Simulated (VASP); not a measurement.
# CsP2W2 (I4/mmm) in VASP: a series of runs, part 2 of 2

VASP 6.6.1.

## (4) Relaxation of cell and atoms, PBE

This run uses another cell than the first one, of 23.65 Å³/atom.

File INCAR:

```
PREC = Accurate
ENCUT = 600
EDIFF = 1E-6
ISMEAR = 0
SIGMA = 0.1
LREAL = F
LASPH = T
NELM = 60
ALGO = Normal
ISIF = 3
LWAVE = F
LCHARG = F
GGA = PE
IBRION = 2
NSW = 90
EDIFFG = -0.04
```

File KPOINTS:

```
Automatic mesh
0
Gamma
  6 6 6
```

File POSCAR:

```
CsP2W2
1.0
   -2.2850132500      2.2850132500      5.6619051200
    2.2850132500     -2.2850132500      5.6619051200
    2.2850132500      2.2850132500     -5.6619051200
Cs P W
1 2 2
Direct
    0.0000000000      0.0000000000      0.0000000000
    0.7500000000      0.2500000000      0.5000000000
    0.2500000000      0.7500000000      0.5000000000
    0.3750000000      0.3750000000      0.0000000000
    0.6250000000      0.6250000000      0.0000000000
```

Potentials or basis: VASP PAW PBE potentials, release 64 (Cs_sv, P, W_sv).

The run is started by

```console
$ cat potpaw_PBE.64/Cs_sv/POTCAR potpaw_PBE.64/P/POTCAR potpaw_PBE.64/W_sv/POTCAR > POTCAR
$ mpirun -np 1 vasp_std > vasp.out
```

OUTCAR:

```text
PREC = Accurate
   ENCUT = 600
   EDIFF = 1E-6
   ISMEAR = 0
   LREAL = F
   LASPH = T
   NELM = 60
   ISIF = 3
   GGA = PE
   IBRION = 2
   NSW = 90
   EDIFFG = -0.04

 ion  position               nearest neighbor table
   1  0.000  0.000  0.000-
   2  0.750  0.250  0.500-   4 2.69   5 2.69   4 2.69   5 2.69
   3  0.250  0.750  0.500-   4 2.69   5 2.69   4 2.69   5 2.69
   4  0.375  0.375  0.000-   2 2.69   3 2.69   3 2.69   2 2.69   5 2.83
   5  0.625  0.625  0.000-   3 2.69   2 2.69   2 2.69   3 2.69   4 2.83

  LATTYP: Found a body centered tetragonal cell.
 ALAT       =     4.5700265000
 C/A-ratio  =     2.4778434523

  Lattice vectors:

 A1 = (  -2.2850132500,   2.2850132500,   5.6619051200)
 A2 = (   2.2850132500,  -2.2850132500,   5.6619051200)
 A3 = (   2.2850132500,   2.2850132500,  -5.6619051200)

Analysis of symmetry for initial positions (statically):
=====================================================================
 Subroutine PRICEL returns:
 Original cell was already a primitive cell.

 Routine SETGRP: Setting up the symmetry group for a
 body centered tetragonal supercell.

 Subroutine GETGRP returns: Found 16 space group operations
[... 284 lines left out ...]
  free  energy   TOTEN  =       -34.2064586903 eV

  energy  without entropy=      -34.1794396141  energy(sigma->0) =      -34.19294915

[... ionic steps 4 to 10 ...]

--------------------------------------- Ionic step       11  -------------------------------------------

 number of electron      47.0000000 magnetization

------------------------ aborting loop because EDIFF is reached ----------------------------------------
[... 73 lines left out ...]
--------------------------------------- Ionic step       13  -------------------------------------------

 number of electron      47.0000000 magnetization

 Free energy of the ion-electron system (eV)
  ---------------------------------------------------
  ext. energy  EPLUGINS =         0.00000000
  ---------------------------------------------------
  free energy    TOTEN  =       -34.84776458 eV

  energy without entropy =      -34.82131296  energy(sigma->0) =      -34.83453877

 E-fermi :   6.7401     XC(G=0): -11.0605

 val. band max:        6.7175568329   @ k =   0.3333   0.1667   0.1667
 cond. band min:       6.7440941875   @ k =   0.5000   0.5000   0.1667
 fundamental gap:      0.0265373546
 Fermi energy:         6.7400970553

 k-point     1 :       0.0000    0.0000    0.0000
  band No.  band energies     occupation
      1     -67.3807      2.00000
      2     -67.2452      2.00000
      3     -32.0410      2.00000
      4     -31.6702      2.00000
      5     -31.6702      2.00000
      6     -31.5201      2.00000
[... 733 lines left out ...]
     27       9.0498      0.00000
     28       9.1253      0.00000

 [... further k-points ...]

------------------------ aborting loop because EDIFF is reached ----------------------------------------

  FORCE on cell =-STRESS in cart. coord.  units (eV):
  Direction    XX          YY          ZZ          XY          YZ          ZX
  --------------------------------------------------------------------------------------
  -------------------------------------------------------------------------------------
  Total       -0.1760013     -0.1760013     -0.0145374      0.0000000      0.0000000      0.0000000
  in kB       -2.6991035     -2.6991035     -0.2229412      0.0000000      0.0000000      0.0000000
  external PRESSURE =      -1.8737161 kB  Pullay stress =       0.0000000 kB
[... 20 lines left out ...]
  FREE ENERGIE OF THE ION-ELECTRON SYSTEM (eV)
  ---------------------------------------------------
  free  energy   TOTEN  =       -34.8477645756 eV

  energy  without entropy=      -34.8213129592  energy(sigma->0) =      -34.83453877

 reached required accuracy - stopping structural energy minimisation
```

CONTCAR:

```text
CsP2W2
   1.00000000000000
    -2.4250774524389764    2.4250774524389764    4.4411528471910424
     2.4250774524389764   -2.4250774524389764    4.4411528471910424
     2.4250774524389764    2.4250774524389764   -4.4411528471910424
  Cs              P               W
     1     2     2
Direct
     0.0000000000000000    0.0000000000000000    0.0000000000000000
     0.7500000000000000    0.2500000000000000    0.5000000000000000
     0.2500000000000000    0.7500000000000000    0.5000000000000000
     0.3651692270428393    0.3651692270428393    0.0000000000000000
     0.6348307729571607    0.6348307729571607    0.0000000000000000

  0.00000000E+00  0.00000000E+00  0.00000000E+00
  0.00000000E+00  0.00000000E+00  0.00000000E+00
  0.00000000E+00  0.00000000E+00  0.00000000E+00
  0.00000000E+00  0.00000000E+00  0.00000000E+00
  0.00000000E+00  0.00000000E+00  0.00000000E+00
```

It took 64 min on 1 thread of Intel Xeon 8259CL, shared host; peak memory 0.52 GiB.

Results:

| Item | Value |
| --- | --- |
| Free energy | -34.8478 eV |
| Relaxed volume | 20.89 Å³/atom |
| Relaxed cell | a = 5.611 Å, b = 5.611 Å, c = 5.611 Å, α = 128.79°, β = 128.79°, γ = 75.35° |
| Space group after relaxing (to 0.1 Å) | I4/mmm (No. 139) |
| Energy gained by relaxing | 356.0 meV/atom |
| Ionic steps | 13 |
| Pressure after relaxing | -0.2 GPa |
| Largest force after relaxing | 0.014 eV/Å |
| Band gap on the k mesh | zero (an odd number of electrons rules out a gap without spin polarisation) |

Forces in eV/Å, atoms in the order of the input:
```
Cs   0.000  0.000  0.000
P    0.000  0.000  0.000
P    0.000  0.000  0.000
W    0.000  0.000  0.014
W    0.000  0.000 -0.014
```

Stress tensor (GPa, compression positive):
```
-0.27  0.00  0.00
 0.00 -0.27  0.00
 0.00  0.00 -0.02
```

Step by step:
| step | energy change (eV) | largest force (eV/Å) | pressure (GPa) | volume (Å³) |
| --- | --- | --- | --- | --- |
| 1 | 0.0000 | 1.4480 | -11.91 | 118.25 |
| 2 | -0.7104 | 0.2512 | 19.01 | 90.26 |
| 3 | -1.1385 | 0.4136 | 3.22 | 99.59 |
| 4 | -1.4985 | 0.1255 | 1.52 | 101.62 |
| 5 | -1.6738 | 0.4131 | 0.25 | 103.15 |
| 6 | -1.6686 | 0.5492 | -1.34 | 105.20 |
| 7 | -1.7475 | 0.4086 | -0.18 | 103.94 |
| 8 | -1.7677 | 0.5046 | -0.78 | 104.66 |
| 9 | -1.7707 | 0.4810 | -0.58 | 104.43 |
| 10 | -1.7711 | 0.4892 | -0.62 | 104.49 |
| 11 | -1.7568 | 0.6726 | 1.75 | 103.23 |
| 12 | -1.7786 | 0.1030 | 0.21 | 104.00 |
| 13 | -1.7798 | 0.0139 | -0.19 | 104.47 |

Final structure:
```xyz
5
Lattice="-2.4251 2.4251 4.4412 2.4251 -2.4251 4.4412 2.4251 2.4251 -4.4412" Properties=species:S:1:pos:R:3 pbc="T T T"
Cs    0.0000    0.0000    0.0000
P     0.0000    2.4251    2.2206
P     2.4251    0.0000    2.2206
W     0.0000    0.0000    3.2435
W     0.0000    0.0000    5.6388
```

Caveat: spin-orbit coupling is left out, which moves the levels of the heavy elements.

## (5) Single point, PBE

File INCAR:

```
SYSTEM = CsP2W2
PREC = Accurate ; ENCUT = 520
EDIFF = 1E-7 ; ISMEAR = 0
SIGMA = 0.1 ; LREAL = .FALSE.
LASPH = .TRUE. ; NELM = 80
ALGO = Normal ; ISIF = 2
LWAVE = .FALSE. ; LCHARG = .FALSE.
GGA = PE ; NBANDS = 32
```

File KPOINTS:

```
regular mesh
0
G
  12 12 12
  0 0 0
```

File POSCAR:

```
CsP2W2
1.0
   -2.4211945285      2.4211945285      4.4334294797
    2.4211945285     -2.4211945285      4.4334294797
    2.4211945285      2.4211945285     -4.4334294797
Cs P W
1 2 2
Direct
    0.0000000000      0.0000000000      0.0000000000
    0.7500000000      0.2500000000      0.5000000000
    0.2500000000      0.7500000000      0.5000000000
    0.3655571252      0.3655571252      0.0000000000
    0.6344428748      0.6344428748      0.0000000000
```

The run is started by

```console
$ cat potpaw_PBE.64/Cs_sv/POTCAR potpaw_PBE.64/P/POTCAR potpaw_PBE.64/W_sv/POTCAR > POTCAR
$ mpirun -np 1 vasp_std > vasp.out
```

Run time: 20 min. Hardware: 1 thread of Intel Xeon 8259CL, shared host; peak memory 0.61 GiB.

It converged, with:

```yaml
Free_energy: -34.8532 eV
Pressure: 0.4 GPa
Largest_force: 0.122 eV/Å
Band_gap_on_the_k_mesh: zero (an odd number of electrons rules out a gap without spin polarisation)
```

Forces in eV/Å, atoms in the order of the input:
```
Cs   0.000  0.000  0.000
P    0.000  0.000  0.000
P    0.000  0.000  0.000
W    0.000  0.000 -0.122
W    0.000  0.000  0.122
```

Stress tensor (GPa, compression positive):
```
0.13 0.00 0.00
0.00 0.13 0.00
0.00 0.00 0.94
```

Levels at points of the mesh, in eV from the Fermi level:
```tsv
k point	band 21	band 22	band 23	band 24	band 25	band 26
(0.00, 0.00, 0.00)	-2.02	-2.00	-0.03	0.53	0.53	0.82
(0.50, 0.00, 0.00)	-1.76	-1.62	-1.15	0.28	0.72	1.10
(0.50, 0.50, 0.00)	-1.60	-1.56	-1.17	-0.72	0.52	1.45
(0.50, 0.50, 0.50)	-1.38	-1.07	-0.52	-0.12	-0.12	1.72
```

Caveat: spin-orbit coupling is left out, which moves the levels of the heavy elements.

## (6) The runs side by side

| task | cell | k mesh | cutoff (eV) | gap on the mesh (eV) | pressure (GPa) | largest force (eV/Å) |
| --- | --- | --- | --- | --- | --- | --- |
| single point | a = 5.598 Å, angles 128.7, 128.7, 75.5°, 5 atoms, atomic positions A | 6 × 6 × 6 | 520 | none | 0.4 | 0.10 |
| single point | a = 6.519 Å, angles 139.0, 139.0, 59.4°, 5 atoms, atomic positions B | 6 × 6 × 6 | 520 | none | -11.9 | 1.45 |
| relaxation of cell and atoms | relaxed from a = 6.519 Å, angles 139.0, 139.0, 59.4°, 5 atoms, atomic positions B | 6 × 6 × 6 | 600 | none | -0.2 | 0.01 |
| single point | a = 5.602 Å, angles 128.8, 128.8, 75.4°, 5 atoms, atomic positions C | 12 × 12 × 12 | 520 | none | 0.4 | 0.12 |

Alike in all rows: level PBE; potentials or basis VASP PAW PBE potentials, release 64 (Cs_sv, P, W_sv); no spin polarisation; smearing gaussian 0.1 eV.

Caveats: spin-orbit coupling is left out, which moves the levels of the heavy elements; the stress differs along the axes, from -21 to -7 GPa (at least some runs); forces of over 1 eV/Å act on the atoms, so gaps and moduli don't describe the material at rest (at least some runs).

Total energies depend on the potentials used, so only differences within one code and one set of settings carry meaning.

The gap in the log of VASP goes by the Fermi energy; the results here count the filled bands.